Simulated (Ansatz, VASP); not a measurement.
TlPbF3 in VASP and in Ansatz

```
Tl Pb F
1.0
     4.96932    0.00000    0.00000
     0.00000    4.96932    0.00000
     0.00000    0.00000    4.96932
Tl Pb F
1 1 3
Direct
  0.00000 0.00000 0.00000
  0.50000 0.50000 0.50000
  0.50000 0.50000 0.00000
  0.50000 0.00000 0.50000
  0.00000 0.50000 0.50000
```

Change from the starting cell: hydrostatic strain +4.0%.

Alike in both runs: task single point; functional r2SCAN; k mesh 6 × 6 × 6; no spin polarisation.

```csv
,VASP,Ansatz
version,VASP 6.6.1,Ansatz 0.2.0
potentials or method,"VASP PAW PBE potentials, release 64 (Tl_d, Pb_d, F)","plane waves, PAW"
plane-wave cutoff (eV),520,500
occupations,"gaussian, width 0.01 eV",fixed
valence electrons in the cell,48,48
```

```tsv
	VASP	Ansatz	Ansatz less VASP
gap on the k mesh at the Fermi level (eV)	2.47	2.46	-0.007
pressure (GPa)	-4.3	-4.2	+0.09
```

VASP's potentials were made for PBE, not for r2SCAN.

Neither program's run includes spin-orbit coupling.
